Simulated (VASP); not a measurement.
# Li6CaN2 (P312) in VASP: relaxation of cell and atoms with PBE

Aim: the relaxation of cell and atoms of Li6CaN2 with PBE.

Everything below comes from runs of VASP 6.6.1. Logs are shortened: lines on timing, memory, paths and dates and some standing lists are left out, and cuts for length are marked.

**1. The cell of the first run**

Symmetry: P312, No. 149, trigonal system. Conventional cell: a = 5.182 Å, b = 5.182 Å, c = 5.045 Å, α = 90.00°, β = 90.00°, γ = 120.00°. Li (site symmetry 1) has 2 N at 1.87 to 2.10 Å and 6 Li at 2.36 to 2.85 Å and 1 Ca at 2.66 Å within 2.9 Å. Ca (site symmetry 32) has 12 Li at 2.66 to 3.23 Å and 3 N at 2.99 Å within 3.5 Å. Within 2.5 Å of N (site symmetry 32) lie 6 Li at 1.87 Å. N (site symmetry 32) has 6 Li at 2.10 Å within 2.8 Å.

The cell was built from a structure type or drawn by symmetry, and may not be a known phase.

**2. Relaxation of cell and atoms, PBE**

INCAR reads:

```
PREC = Accurate
ENCUT = 600
EDIFF = 1E-6
ISMEAR = 0
SIGMA = 0.1
LREAL = F
LASPH = T
NELM = 60
ALGO = Normal
ISIF = 3
LWAVE = F
LCHARG = F
GGA = PE
IBRION = 2
NSW = 90
EDIFFG = -0.04
```

KPOINTS reads:

```
regular mesh
0
Gamma
  6 6 4
```

POSCAR reads:

```
Li6CaN2
1.0
    5.1816963200      0.0000000000      0.0000000000
   -2.5908481600      4.4874806500      0.0000000000
    0.0000000000      0.0000000000      5.0447311300
Li Ca N
6 1 2
Direct
    0.0093537000      0.5670559800      0.2752773500
    0.4329440200      0.4422977200      0.2752773500
    0.5577022800      0.9906463000      0.2752773500
    0.0093537000      0.4422977200      0.7247226500
    0.5577022800      0.5670559800      0.7247226500
    0.4329440200      0.9906463000      0.7247226500
    0.0000000000      0.0000000000      0.0000000000
    0.3333333300      0.6666666700      0.5000000000
    0.6666666700      0.3333333300      0.0000000000
```

Potentials or basis: VASP PAW PBE potentials, release 64 (Li_sv, Ca_sv, N).

Command:

```
> cat potpaw_PBE.64/Li_sv/POTCAR potpaw_PBE.64/Ca_sv/POTCAR potpaw_PBE.64/N/POTCAR > POTCAR
> mpirun -np 1 vasp_std > vasp.out
```

OUTCAR:

```text
PREC = Accurate
   ENCUT = 600
   EDIFF = 1E-6
   ISMEAR = 0
   LREAL = F
   LASPH = T
   NELM = 60
   ISIF = 3
   GGA = PE
   IBRION = 2
   NSW = 90
   EDIFFG = -0.04

 ion  position               nearest neighbor table
   1  0.009  0.567  0.275-   8 1.87   9 2.10   4 2.36   2 2.58   3 2.58   7 2.66
   2  0.433  0.442  0.275-   8 1.87   9 2.10   5 2.36   1 2.58   3 2.58   7 2.66
   3  0.558  0.991  0.275-   8 1.87   9 2.10   6 2.36   1 2.58   2 2.58   7 2.66
   4  0.009  0.442  0.725-   8 1.87   9 2.10   1 2.36   5 2.58   6 2.58   7 2.66
   5  0.558  0.567  0.725-   8 1.87   9 2.10   2 2.36   4 2.58   6 2.58   7 2.66
   6  0.433  0.991  0.725-   8 1.87   9 2.10   3 2.36   5 2.58   4 2.58   7 2.66
   7  0.000  0.000  0.000-   3 2.66   6 2.66   5 2.66   1 2.66   2 2.66   4 2.66
   8  0.333  0.667  0.500-   1 1.87   6 1.87   4 1.87   3 1.87   5 1.87   2 1.87
   9  0.667  0.333  0.000-   4 2.10   3 2.10   1 2.10   6 2.10   2 2.10   5 2.10

  LATTYP: Found a hexagonal cell.
 ALAT       =     5.1816963200
 C/A-ratio  =     0.9735674996

  Lattice vectors:

 A1 = (   5.1816963200,   0.0000000000,   0.0000000000)
 A2 = (  -2.5908481600,   4.4874806500,   0.0000000000)
 A3 = (   0.0000000000,   0.0000000000,   5.0447311300)

Analysis of symmetry for initial positions (statically):
=====================================================================
 Subroutine PRICEL returns:
 Original cell was already a primitive cell.

 Routine SETGRP: Setting up the symmetry group for a
 hexagonal supercell.

 Subroutine GETGRP returns: Found  6 space group operations
 (whereof  6 operations were pure point group operations)
 out of a pool of 24 trial point group operations.

The static configuration has the point symmetry D_3 .

Analysis of symmetry for dynamics (positions and initial velocities):
=====================================================================
 Subroutine PRICEL returns:
 Original cell was already a primitive cell.

 Routine SETGRP: Setting up the symmetry group for a
 hexagonal supercell.

 Subroutine GETGRP returns: Found  6 space group operations
 (whereof  6 operations were pure point group operations)
 out of a pool of 24 trial point group operations.

The dynamic configuration has the point symmetry D_3 .

 Subroutine INISYM returns: Found  6 space group operations
 (whereof  6 operations are pure point group operations),
 and found     1 'primitive' translations

----------------------------------------------------------------------------------------

                                     Primitive cell

  volume of cell :     117.3039

  direct lattice vectors                    reciprocal lattice vectors
     5.181696320  0.000000000  0.000000000     0.192986995  0.111421093  0.000000000
    -2.590848160  4.487480650  0.000000000     0.000000000  0.222842187  0.000000000
     0.000000000  0.000000000  5.044731130     0.000000000  0.000000000  0.198226620

  length of vectors
     5.181696320  5.181696322  5.044731130     0.222842187  0.222842187  0.198226620

  position of ions in fractional coordinates (direct lattice)
     0.009353700  0.567055980  0.275277350
     0.432944020  0.442297720  0.275277350
     0.557702280  0.990646300  0.275277350
     0.009353700  0.442297720  0.724722650
     0.557702280  0.567055980  0.724722650
     0.432944020  0.990646300  0.724722650
     0.000000000  0.000000000  0.000000000
     0.333333330  0.666666670  0.500000000
     0.666666670  0.333333330  0.000000000

  ion indices of the primitive-cell ions
   primitive index   ion index
                 1           1
                 2           2
                 3           3
                 4           4
                 5           5
                 6           6
                 7           7
                 8           8
                 9           9

----------------------------------------------------------------------------------------

 KPOINTS: regular mesh

Automatic generation of k-mesh.
 Grid dimensions read from file:
 generate k-points for:    6    6    4

 Generating k-lattice:

  Cartesian coordinates                     Fractional coordinates (reciprocal lattice)
     0.032164499  0.018570182  0.000000000     0.166666667  0.000000000  0.000000000
     0.000000000  0.037140364  0.000000000     0.000000000  0.166666667  0.000000000
     0.000000000  0.000000000  0.049556655     0.000000000  0.000000000  0.250000000

  Length of vectors
     0.037140364  0.037140364  0.049556655

  Shift w.r.t. Gamma in fractional coordinates (k-lattice)
     0.000000000  0.000000000  0.000000000

 Subroutine IBZKPT returns following result:
 ===========================================

 Found     24 irreducible k-points:

 Following reciprocal coordinates:
            Coordinates               Weight
  0.000000  0.000000  0.000000      1.000000
  0.166667  0.000000  0.000000      6.000000
  0.333333  0.000000  0.000000      6.000000
  0.500000 -0.000000  0.000000      3.000000
  0.166667  0.166667  0.000000      6.000000
  0.333333  0.166667  0.000000     12.000000
[... 16 lines left out ...]
  0.333333  0.166667  0.500000     12.000000
  0.333333  0.333333  0.500000      2.000000
   k-points           NKPTS =     24   k-points in BZ     NKDIM =     24   number of bands    NBANDS=     24
   number of dos      NEDOS =    301   number of ions     NIONS =      9
   total plane-waves  NPLWV =  70560
   dimension x,y,z NGX =    42 NGY =   42 NGZ =   40
   dimension x,y,z NGXF=    84 NGYF=   84 NGZF=   80
   ions per type =               6   1   2
   NGX,Y,Z   is equivalent  to a cutoff of  13.47, 13.47, 13.18 a.u.
   NGXF,Y,Z  is equivalent  to a cutoff of  26.95, 26.95, 26.36 a.u.
 SYSTEM =  unknown system
   PREC   = accura    normal or accurate (medium, high low for compatibility)
   ISTART =      0    job   : 0-new  1-cont  2-samecut
   ICHARG =      2    charge: 1-file 2-atom 10-const
   ISPIN  =      1    spin polarized calculation?
   LNONCOLLINEAR =      F non collinear calculations
   LSORBIT =      F    spin-orbit coupling
   LASPH  =      T    aspherical Exc in radial PAW
   ENCUT  =  600.0 eV  44.10 Ry    6.64 a.u.  10.35 10.35 10.08*2*pi/ulx,y,z
   NELM   =     60;   NELMIN=  2; NELMDL= -5     # of ELM steps
   EDIFF  = 0.1E-05   stopping-criterion for ELM
   LREAL  =      F    real-space projection
   EDIFFG = -.4E-01   stopping-criterion for IOM
   NSW    =     90    number of steps for IOM
   IBRION =      2    ionic relax: 0-MD 1-quasi-New 2-CG
   NFREE  =      1    steps in history (QN), initial steepest desc. (CG)
   ISIF   =      3    stress and relaxation
   ISYM   =      2    0-nonsym 1-usesym 2-fastsym
   POTIM  = 0.5000    time-step for ionic-motion
   TEBEG  =    0.0;   TEEND  =   0.0 temperature during run
   PSTRESS=    0.0 pullay stress
   NELECT =      38.0000    total number of electrons
   NUPDOWN=      -1.0000    fix difference up-down
   EMIN   =  10.00;   EMAX   =-10.00  energy-range for DOS
   EFERMI =   0.00;   METHOD = LEGACY
   ISMEAR =     0;   SIGMA  =   0.10  broadening in eV -4-tet -1-fermi 0-gaus
   EFERMI_NEDOS =   21; number of points for ismear=-14 and -15
   IALGO  =     38    algorithm
   IMIX   =      4    mixing-type and parameters
     AMIX     =   0.40;   BMIX     =  1.00
     AMIX_MAG =   1.60;   BMIX_MAG =  1.00
  volume/ion in A,a.u.               =      13.03        87.96
  Fermi-wavevector in a.u.,A,eV,Ry     =   1.124342  2.124699 17.199742  1.264145
  Thomas-Fermi vector in A             =   2.261013
   LORBIT       =      0    0 simple, 1 ext, 2 COOP (PROOUT), +10 PAW based schemes
   GGA     = PE    functional components
   LHFCALC =     F    Hartree Fock is set to
   AEXX    =    0.0000 exact exchange contribution
   IVDW    =     0    specifies the selected vdW correction
   LEPSILON=     F    determine dielectric tensor
   LRPA    =     F    only Hartree local field effects (RPA)
 conjugate gradient relaxation of ions
 non-spin polarized calculation
 Gauss-broadening in eV      SIGMA  =   0.10
  energy-cutoff  :      600.00
  volume of cell :      117.30
 maximum number of plane-waves:      3939
 NGX is ok and might be reduce to    42
   NGX = 21   NGY = 21   NGZ = 21

--------------------------------------- Ionic step        1  -------------------------------------------

 number of electron      38.0000030 magnetization

 Free energy of the ion-electron system (eV)
  ---------------------------------------------------
  ext. energy  EPLUGINS =         0.00000000
  ---------------------------------------------------
  free energy    TOTEN  =       -30.40564316 eV

  energy without entropy =      -30.38758129  energy(sigma->0) =      -30.39661223

------------------------ aborting loop because EDIFF is reached ----------------------------------------

  FORCE on cell =-STRESS in cart. coord.  units (eV):
  Direction    XX          YY          ZZ          XY          YZ          ZX
  --------------------------------------------------------------------------------------
  -------------------------------------------------------------------------------------
  Total        3.1883240      3.1883240      2.8007458      0.0000000      0.0000000     -0.0000000
  in kB       43.5472218     43.5472219     38.2535463      0.0000000      0.0000000     -0.0000000
  external PRESSURE =      41.7826633 kB  Pullay stress =       0.0000000 kB
[... 110 lines left out ...]
  FREE ENERGIE OF THE ION-ELECTRON SYSTEM (eV)
  ---------------------------------------------------
  free  energy   TOTEN  =       -30.6949958391 eV

  energy  without entropy=      -30.6744783269  energy(sigma->0) =      -30.68473708

[... ionic steps 4 to 7 ...]

--------------------------------------- Ionic step        8  -------------------------------------------

 number of electron      37.9999994 magnetization

------------------------ aborting loop because EDIFF is reached ----------------------------------------

  FORCE on cell =-STRESS in cart. coord.  units (eV):
  Direction    XX          YY          ZZ          XY          YZ          ZX
  --------------------------------------------------------------------------------------
  -------------------------------------------------------------------------------------
  Total        0.2200990      0.2200990      0.6608939      0.0000000      0.0000000      0.0000000
  in kB        2.7115140      2.7115140      8.1418951      0.0000000      0.0000000      0.0000000
  external PRESSURE =       4.5216410 kB  Pullay stress =       0.0000000 kB
[... 71 lines left out ...]
  energy  without entropy=      -31.0554609541  energy(sigma->0) =      -31.06491334

--------------------------------------- Ionic step       10  -------------------------------------------

 number of electron      38.0000002 magnetization

 Free energy of the ion-electron system (eV)
  ---------------------------------------------------
  ext. energy  EPLUGINS =         0.00000000
  ---------------------------------------------------
  free energy    TOTEN  =       -31.07869146 eV

  energy without entropy =      -31.05892461  energy(sigma->0) =      -31.06880804

 E-fermi :   2.8130     XC(G=0):  -8.3523

 val. band max:        2.8045126188   @ k =   0.0000   0.0000   0.5000
 cond. band min:       2.8173321669   @ k =   0.1667   0.0000   0.2500
 fundamental gap:      0.0128195481
 Fermi energy:         2.8129754956

 k-point     1 :       0.0000    0.0000    0.0000
  band No.  band energies     occupation
      1     -43.1923      2.00000
      2     -43.1542      2.00000
      3     -43.1542      2.00000
      4     -43.1403      2.00000
      5     -43.1075      2.00000
      6     -43.1075      2.00000
[... 673 lines left out ...]
  FREE ENERGIE OF THE ION-ELECTRON SYSTEM (eV)
  ---------------------------------------------------
  free  energy   TOTEN  =       -31.0786914602 eV

  energy  without entropy=      -31.0589246122  energy(sigma->0) =      -31.06880804

 reached required accuracy - stopping structural energy minimisation
```

Run time: 12 min. Hardware: 1 thread of Intel Xeon Platinum 8375C at 2.90GHz (Ice Lake), shared host; peak memory 0.3 GiB.

What came out:

```yaml
Free_energy: -31.0787 eV
Relaxed_volume: 14.65 Å³/atom
Relaxed_cell: a = 5.467 Å, b = 5.467 Å, c = 5.095 Å, α = 90.00°, β = 90.00°, γ = 120.00°
Space_group_after_relaxing_to_0.1_Å: P-6m2 (No. 187)
Energy_gained_by_relaxing: 74.8 meV/atom
Ionic_steps: 10
Pressure_after_relaxing: 0.0 GPa
Largest_force_after_relaxing: 0.014 eV/Å
Band_gap_on_the_k_mesh: zero (bands 19 and 20 overlap by 1.69 eV)
```

Forces in eV/Å, atoms in the order of the input:
```
Li   0.003  0.004  0.014
Li  -0.005  0.001  0.014
Li   0.002 -0.004  0.014
Li   0.005  0.001 -0.014
Li  -0.003  0.004 -0.014
Li  -0.002 -0.004 -0.014
Ca   0.000  0.000  0.000
N    0.000  0.000  0.000
N    0.000  0.000  0.000
```

Step by step:
```tsv
step	energy change (eV)	largest force (eV/Å)	pressure (GPa)	volume (Å³)
1	0.0000	0.5799	4.18	117.30
2	-0.1915	0.4445	1.81	123.17
3	-0.2894	0.4263	-0.90	132.33
4	-0.3677	0.3770	-0.85	132.57
5	-0.5423	0.2646	-0.72	133.26
6	-0.6282	0.1789	-0.78	134.51
7	-0.6382	0.1827	-0.73	134.23
8	-0.6686	0.0314	0.45	130.05
9	-0.6687	0.0361	0.36	130.34
10	-0.6730	0.0144	-0.05	131.86
```

Final structure:
```
CELL_PARAMETERS angstrom
5.46692 0.00000 0.00000
-2.73346 4.73450 0.00000
0.00000 0.00000 5.09457
ATOMIC_POSITIONS crystal
Li 0.00381 0.50166 0.26065
Li 0.49834 0.50214 0.26065
Li 0.49786 0.99619 0.26065
Li 0.00381 0.50214 0.73935
Li 0.49786 0.50166 0.73935
Li 0.49834 0.99619 0.73935
Ca 0.00000 0.00000 0.00000
N 0.33333 0.66667 0.50000
N 0.66667 0.33333 0.00000
```

Caveat: the cutoff is under 1.25 times the usual one of these potentials, so pressure, stress and relaxed cells hold a basis-set (Pulay) error.
